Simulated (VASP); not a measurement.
# Li2W (P-6m2) in VASP: further runs

Runs on Li2W. Level: PBE. Tasks: relaxation of cell and atoms, single point.

Program: VASP 6.6.1. These are calculated values, not measurements. Logs are shortened: lines on timing, memory, paths and dates and some standing lists are left out, and cuts for length are marked.

## Step 1: The cell of the first run

The structure is hexagonal, space group P-6m2 (No. 187). Conventional cell: a = 2.991 Å, b = 2.991 Å, c = 6.222 Å, α = 90.00°, β = 90.00°, γ = 120.00°. Within 3.1 Å of Li (site symmetry 3m) lie 7 Li at 2.38 to 2.99 Å and 3 W at 2.58 Å. W (site symmetry -6m2) has 6 Li at 2.58 Å and 6 W at 2.99 Å within 3.4 Å.

## Step 2: Relaxation of cell and atoms, PBE

The input, INCAR:

```
SYSTEM = Li2W
PREC = Accurate
ENCUT = 600
EDIFF = 1E-7
ISMEAR = 0
SIGMA = 0.1
LREAL = .False.
LASPH = .True.
NELM = 60
ALGO = Normal
ISIF = 3
LWAVE = .False.
LCHARG = .False.
GGA = PE
IBRION = 2
NSW = 90
EDIFFG = -0.04
```

The input, KPOINTS:

```
Automatic mesh
0
Gamma
  6 6 4
  0 0 0
```

The input, POSCAR:

```
Li2W
1.0
    2.9908069900      0.0000000000      0.0000000000
   -1.4954035000      2.5901148300      0.0000000000
    0.0000000000      0.0000000000      6.2223591000
Li W
2 1
Direct
    0.6666666700      0.3333333300      0.8089595100
    0.6666666700      0.3333333300      0.1910404900
    0.3333333300      0.6666666700      0.5000000000
```

Potentials or basis: VASP PAW PBE potentials, release 64 (Li_sv, W_sv).

Command:

```console
$ cat potpaw_PBE.64/Li_sv/POTCAR potpaw_PBE.64/W_sv/POTCAR > POTCAR
$ mpirun -np 1 vasp_std > vasp.out
```

OUTCAR:

```text
SYSTEM = Li2W
   PREC = Accurate
   ENCUT = 600
   EDIFF = 1E-7
   ISMEAR = 0
   LREAL = .False.
   LASPH = .True.
   NELM = 60
   ISIF = 3
   GGA = PE
   IBRION = 2
   NSW = 90
   EDIFFG = -0.04

 ion  position               nearest neighbor table
   1  0.667  0.333  0.809-   2 2.38   3 2.58   3 2.58   3 2.58
   2  0.667  0.333  0.191-   1 2.38   3 2.58   3 2.58   3 2.58
   3  0.333  0.667  0.500-   1 2.58   2 2.58   1 2.58   2 2.58   1 2.58   2 2.58

  LATTYP: Found a hexagonal cell.
 ALAT       =     2.9908069900
 C/A-ratio  =     2.0804950372

  Lattice vectors:

 A1 = (   2.9908069900,   0.0000000000,   0.0000000000)
 A2 = (  -1.4954035000,   2.5901148300,   0.0000000000)
 A3 = (   0.0000000000,   0.0000000000,   6.2223591000)

Analysis of symmetry for initial positions (statically):
=====================================================================
 Subroutine PRICEL returns:
 Original cell was already a primitive cell.

 Routine SETGRP: Setting up the symmetry group for a
 hexagonal supercell.

 Subroutine GETGRP returns: Found 12 space group operations
 (whereof 12 operations were pure point group operations)
 out of a pool of 24 trial point group operations.

The static configuration has the point symmetry D_3h.

Analysis of symmetry for dynamics (positions and initial velocities):
=====================================================================
 Subroutine PRICEL returns:
 Original cell was already a primitive cell.

 Routine SETGRP: Setting up the symmetry group for a
 hexagonal supercell.

 Subroutine GETGRP returns: Found 12 space group operations
 (whereof 12 operations were pure point group operations)
 out of a pool of 24 trial point group operations.

The dynamic configuration has the point symmetry D_3h.

 Subroutine INISYM returns: Found 12 space group operations
 (whereof 12 operations are pure point group operations),
 and found     1 'primitive' translations

----------------------------------------------------------------------------------------

                                     Primitive cell

  volume of cell :      48.2017

  direct lattice vectors                    reciprocal lattice vectors
     2.990806990  0.000000000  0.000000000     0.334357919  0.193041635  0.000000000
    -1.495403500  2.590114830  0.000000000     0.000000000  0.386083269  0.000000000
     0.000000000  0.000000000  6.222359100     0.000000000  0.000000000  0.160710750

  length of vectors
     2.990806990  2.990806991  6.222359100     0.386083269  0.386083269  0.160710750

  position of ions in fractional coordinates (direct lattice)
     0.666666670  0.333333330  0.808959510
     0.666666670  0.333333330  0.191040490
     0.333333330  0.666666670  0.500000000

  ion indices of the primitive-cell ions
   primitive index   ion index
                 1           1
                 2           2
                 3           3

----------------------------------------------------------------------------------------

 KPOINTS: Automatic mesh

Automatic generation of k-mesh.
 Grid dimensions read from file:
 generate k-points for:    6    6    4

 Generating k-lattice:

  Cartesian coordinates                     Fractional coordinates (reciprocal lattice)
     0.055726320  0.032173606  0.000000000     0.166666667 -0.000000000  0.000000000
     0.000000000  0.064347211  0.000000000     0.000000000  0.166666667  0.000000000
     0.000000000  0.000000000  0.040177688     0.000000000  0.000000000  0.250000000

  Length of vectors
     0.064347211  0.064347211  0.040177688

  Shift w.r.t. Gamma in fractional coordinates (k-lattice)
     0.000000000  0.000000000  0.000000000

 Subroutine IBZKPT returns following result:
 ===========================================

 Found     21 irreducible k-points:

 Following reciprocal coordinates:
            Coordinates               Weight
  0.000000  0.000000  0.000000      1.000000
  0.166667  0.000000  0.000000      6.000000
  0.333333  0.000000  0.000000      6.000000
  0.500000  0.000000  0.000000      3.000000
  0.166667  0.166667  0.000000      6.000000
  0.333333  0.166667  0.000000     12.000000
[... 13 lines left out ...]
  0.333333  0.166667  0.500000     12.000000
  0.333333  0.333333  0.500000      2.000000
   k-points           NKPTS =     21   k-points in BZ     NKDIM =     21   number of bands    NBANDS=     14
   number of dos      NEDOS =    301   number of ions     NIONS =      3
   total plane-waves  NPLWV =  28800
   dimension x,y,z NGX =    24 NGY =   24 NGZ =   50
   dimension x,y,z NGXF=    48 NGYF=   48 NGZF=  100
   ions per type =               2   1
   NGX,Y,Z   is equivalent  to a cutoff of  13.34, 13.34, 13.36 a.u.
   NGXF,Y,Z  is equivalent  to a cutoff of  26.68, 26.68, 26.72 a.u.
 SYSTEM =  Li2W
   PREC   = accura    normal or accurate (medium, high low for compatibility)
   ISTART =      0    job   : 0-new  1-cont  2-samecut
   ICHARG =      2    charge: 1-file 2-atom 10-const
   ISPIN  =      1    spin polarized calculation?
   LNONCOLLINEAR =      F non collinear calculations
   LSORBIT =      F    spin-orbit coupling
   LASPH  =      T    aspherical Exc in radial PAW
   ENCUT  =  600.0 eV  44.10 Ry    6.64 a.u.   5.97  5.97 12.43*2*pi/ulx,y,z
   NELM   =     60;   NELMIN=  2; NELMDL= -5     # of ELM steps
   EDIFF  = 0.1E-06   stopping-criterion for ELM
   LREAL  =      F    real-space projection
   EDIFFG = -.4E-01   stopping-criterion for IOM
   NSW    =     90    number of steps for IOM
   IBRION =      2    ionic relax: 0-MD 1-quasi-New 2-CG
   NFREE  =      1    steps in history (QN), initial steepest desc. (CG)
   ISIF   =      3    stress and relaxation
   ISYM   =      2    0-nonsym 1-usesym 2-fastsym
   POTIM  = 0.5000    time-step for ionic-motion
   TEBEG  =    0.0;   TEEND  =   0.0 temperature during run
   PSTRESS=    0.0 pullay stress
   NELECT =      20.0000    total number of electrons
   NUPDOWN=      -1.0000    fix difference up-down
   EMIN   =  10.00;   EMAX   =-10.00  energy-range for DOS
   EFERMI =   0.00;   METHOD = LEGACY
   ISMEAR =     0;   SIGMA  =   0.10  broadening in eV -4-tet -1-fermi 0-gaus
   EFERMI_NEDOS =   21; number of points for ismear=-14 and -15
   IALGO  =     38    algorithm
   IMIX   =      4    mixing-type and parameters
     AMIX     =   0.40;   BMIX     =  1.00
     AMIX_MAG =   1.60;   BMIX_MAG =  1.00
  volume/ion in A,a.u.               =      16.07       108.43
  Fermi-wavevector in a.u.,A,eV,Ry     =   1.221042  2.307435 20.285525  1.490944
  Thomas-Fermi vector in A             =   2.356238
   LORBIT       =      0    0 simple, 1 ext, 2 COOP (PROOUT), +10 PAW based schemes
   GGA     = PE    functional components
   LHFCALC =     F    Hartree Fock is set to
   AEXX    =    0.0000 exact exchange contribution
   IVDW    =     0    specifies the selected vdW correction
   LEPSILON=     F    determine dielectric tensor
   LRPA    =     F    only Hartree local field effects (RPA)
 conjugate gradient relaxation of ions
 non-spin polarized calculation
 Gauss-broadening in eV      SIGMA  =   0.10
  energy-cutoff  :      600.00
  volume of cell :       48.20
 maximum number of plane-waves:      1632
 NGX is ok and might be reduce to    24
   NGX = 11   NGY = 11   NGZ = 25

--------------------------------------- Ionic step        1  -------------------------------------------

 number of electron      20.0000013 magnetization

 Free energy of the ion-electron system (eV)
  ---------------------------------------------------
  ext. energy  EPLUGINS =         0.00000000
  ---------------------------------------------------
  free energy    TOTEN  =       -14.41188744 eV

  energy without entropy =      -14.39554256  energy(sigma->0) =      -14.40371500

------------------------ aborting loop because EDIFF is reached ----------------------------------------

  FORCE on cell =-STRESS in cart. coord.  units (eV):
  Direction    XX          YY          ZZ          XY          YZ          ZX
  --------------------------------------------------------------------------------------
  -------------------------------------------------------------------------------------
  Total       -3.2758712     -3.2758712      5.7321517      0.0000000      0.0000000      0.0000000
  in kB     -108.8867213   -108.8867212    190.5310587      0.0000002      0.0000000      0.0000000
  external PRESSURE =      -9.0807946 kB  Pullay stress =       0.0000000 kB
[... 59 lines left out ...]
  energy  without entropy=      -15.1632064269  energy(sigma->0) =      -15.17577857

--------------------------------------- Ionic step        3  -------------------------------------------

 number of electron      20.0000008 magnetization

 E-fermi :   5.8839     XC(G=0): -10.1620

 val. band max:        5.8073189826   @ k =   0.3333   0.0000   0.0000
 cond. band min:       5.9255502966   @ k =   0.3333   0.1667   0.5000
 fundamental gap:      0.1182313140
 Fermi energy:         5.8838543303

 k-point     1 :       0.0000    0.0000    0.0000
  band No.  band energies     occupation
      1     -68.8684      2.00000
      2     -40.7726      2.00000
      3     -40.7629      2.00000
      4     -33.1109      2.00000
      5     -31.2059      2.00000
      6     -31.2059      2.00000
      7      -3.0605      2.00000
      8       0.7372      2.00000
      9       2.6083      2.00000
     10       2.9111      2.00000
     11       4.4496      2.00000
     12       4.4496      2.00000
     13       9.3388      0.00000
     14      10.8259      0.00000
[... 368 lines left out ...]
  FREE ENERGIE OF THE ION-ELECTRON SYSTEM (eV)
  ---------------------------------------------------
  free  energy   TOTEN  =       -13.4623416125 eV

  energy  without entropy=      -13.4540168157  energy(sigma->0) =      -13.45817921

[... ionic steps 4 to 10 ...]

--------------------------------------- Ionic step       11  -------------------------------------------

 number of electron      20.0000022 magnetization

------------------------ aborting loop because EDIFF is reached ----------------------------------------

  FORCE on cell =-STRESS in cart. coord.  units (eV):
  Direction    XX          YY          ZZ          XY          YZ          ZX
  --------------------------------------------------------------------------------------
  -------------------------------------------------------------------------------------
  Total        0.0564922      0.0564922     -0.1516741     -0.0000000     -0.0000000      0.0000000
  in kB        1.8464653      1.8464653     -4.9575163     -0.0000000     -0.0000000      0.0000000
  external PRESSURE =      -0.4215286 kB  Pullay stress =       0.0000000 kB
[... 59 lines left out ...]
  energy  without entropy=      -15.5742571196  energy(sigma->0) =      -15.58136414

--------------------------------------- Ionic step       13  -------------------------------------------

 number of electron      20.0000024 magnetization

 Free energy of the ion-electron system (eV)
  ---------------------------------------------------
  ext. energy  EPLUGINS =         0.00000000
  ---------------------------------------------------
  free energy    TOTEN  =       -15.58863366 eV

  energy without entropy =      -15.57449474  energy(sigma->0) =      -15.58156420

 E-fermi :   4.2712     XC(G=0):  -9.5995

 val. band max:        4.2271681839   @ k =   0.3333   0.3333   0.2500
 cond. band min:       4.3017037406   @ k =   0.3333   0.3333   0.5000
 fundamental gap:      0.0745355567
 Fermi energy:         4.2711917849

 k-point     1 :       0.0000    0.0000    0.0000
  band No.  band energies     occupation
      1     -69.7654      2.00000
      2     -41.6234      2.00000
      3     -41.6123      2.00000
      4     -34.0844      2.00000
      5     -33.2414      2.00000
      6     -33.2414      2.00000
      7      -3.1861      2.00000
      8       0.7964      2.00000
      9       2.1411      2.00000
     10       2.6077      2.00000
     11       3.9551      1.99999
     12       3.9551      1.99999
     13       7.5883      0.00000
     14       7.5883      0.00000
[... 368 lines left out ...]
  FREE ENERGIE OF THE ION-ELECTRON SYSTEM (eV)
  ---------------------------------------------------
  free  energy   TOTEN  =       -15.5886336638 eV

  energy  without entropy=      -15.5744947380  energy(sigma->0) =      -15.58156420

 reached required accuracy - stopping structural energy minimisation
```

Wall time 1.9 min (1 thread of Intel Xeon Platinum 8375C at 2.90GHz (Ice Lake), shared host); peak memory 0.19 GiB.

What came out:

* Free energy: -15.5886 eV
* Relaxed volume: 16.33 Å³/atom
* Relaxed cell: a = 2.725 Å, b = 2.725 Å, c = 7.620 Å, α = 90.00°, β = 90.00°, γ = 120.00°
* Space group after relaxing (to 0.05 Å): P-6m2 (No. 187)
* Energy gained by relaxing: 392.2 meV/atom
* Ionic steps: 13
* Pressure after relaxing: -0.1 GPa
* Largest force after relaxing: 0.004 eV/Å
* Band gap on the k mesh: zero (band 10 reaches 5.56 eV, above the bottom of band 11 at 3.32 eV)

Forces on the atoms (eV/Å):
```
Li   0.000  0.000  0.004
Li   0.000  0.000 -0.004
W    0.000  0.000  0.000
```

Step by step:
```csv
step,energy change (eV),largest force (eV/Å),pressure (GPa),volume (Å³)
1,0.0000,0.8683,-0.91,48.20
2,-0.7765,0.4995,0.72,47.24
3,0.9495,0.3708,35.72,41.77
4,-1.0891,0.1943,2.94,46.34
5,-1.1183,0.0590,6.26,45.61
6,-1.1270,0.0890,5.37,45.80
7,-1.1653,0.1773,-1.99,49.85
8,-1.1735,0.1085,0.02,48.59
9,-1.1748,0.0876,0.07,48.66
10,-1.1760,0.0269,0.21,48.86
11,-1.1765,0.0088,-0.04,49.02
12,-1.1766,0.0005,-0.15,49.09
13,-1.1767,0.0036,-0.06,49.00
```

Final structure:
```
Li W
1.0
     2.72503    0.00000    0.00000
    -1.36251    2.35994    0.00000
     0.00000    0.00000    7.61968
Li W
2 1
Cartesian
  1.3625 0.7866 6.2555
  1.3625 0.7866 1.3642
  0.0000 1.5733 3.8098
```

Levels at points of the mesh, in eV from the Fermi level:
| k point | band 7 | band 8 | band 9 | band 10 | band 11 | band 12 | band 13 | band 14 |
| --- | --- | --- | --- | --- | --- | --- | --- | --- |
| (0.00, 0.00, 0.00) | -7.46 | -3.47 | -2.13 | -1.66 | -0.32 | -0.32 | 3.32 | 3.32 |
| (0.50, 0.00, 0.00) | -4.94 | -3.32 | -0.93 | 1.29 | 1.94 | 2.06 | 3.07 | 4.37 |
| (0.00, 0.00, 0.50) | -7.45 | -3.17 | -3.05 | -0.78 | -0.32 | -0.32 | 3.32 | 3.32 |
| (0.50, 0.00, 0.50) | -4.94 | -3.33 | -0.63 | 0.70 | 1.48 | 1.94 | 4.28 | 5.26 |

Caveat: the k points lie up to 0.44 Å⁻¹ apart in the final cell; the cutoff is under 1.25 times the usual one of these potentials, so pressure, stress and relaxed cells hold a basis-set (Pulay) error; spin-orbit coupling is left out, which moves the levels of the heavy elements.

## Step 3: Single point, PBE

This run uses another cell than the first one, of 16.44 Å³/atom, 1.023 times its volume.

The input, INCAR:

```
SYSTEM = Li2W
PREC = Accurate ; ENCUT = 520
EDIFF = 1E-6 ; ISMEAR = 0
SIGMA = 0.1 ; LREAL = .False.
LASPH = .True. ; NELM = 60
ALGO = Normal ; ISIF = 2
LWAVE = .False. ; LCHARG = .False.
GGA = PE ; NBANDS = 17
```

The input, KPOINTS:

```
Automatic mesh
0
Gamma
  18 18 6
  0 0 0
```

The input, POSCAR:

```
Li2W
1.0
    2.7249714222      0.0000000000      0.0000000000
   -1.3624857111      2.3598944762      0.0000000000
    0.0000000000      0.0000000000      7.6680407990
Li W
2 1
Direct
    0.6666666667      0.3333333333      0.8163565930
    0.6666666667      0.3333333333      0.1836434070
    0.3333333333      0.6666666667      0.5000000000
```

Potentials or basis: VASP PAW PBE potentials, release 64 (Li_sv, W_sv).

Command:

```console
$ cat potpaw_PBE.64/Li_sv/POTCAR potpaw_PBE.64/W_sv/POTCAR > POTCAR
$ mpirun -np 1 vasp_std > vasp.out
```

It took 75 s on 1 thread of Intel Xeon Platinum 8375C at 2.90GHz (Ice Lake), shared host; peak memory 0.24 GiB.

Results (log left out):

```
Free energy            : -15.6576 eV
Band gap on the k mesh : zero (band 10 reaches 5.64 eV, above the bottom of band 11 at 3.26 eV)
```

Levels at points of the mesh, in eV from the Fermi level:
```
           k point  band 8  band 9  band 10  band 11  band 12  band 13
(0.00, 0.00, 0.00)   -3.32   -1.98    -1.58     0.03     0.03     3.65
(0.50, 0.00, 0.00)   -3.04   -0.76     1.52     2.09     2.26     3.27
(0.00, 0.00, 0.50)   -3.12   -2.81    -0.68     0.03     0.03     3.65
(0.50, 0.00, 0.50)   -3.05   -0.45     0.78     1.71     2.26     4.25
```

Caveat: the cutoff is under 1.25 times the usual one of these potentials, so pressure, stress and relaxed cells hold a basis-set (Pulay) error; spin-orbit coupling is left out, which moves the levels of the heavy elements.
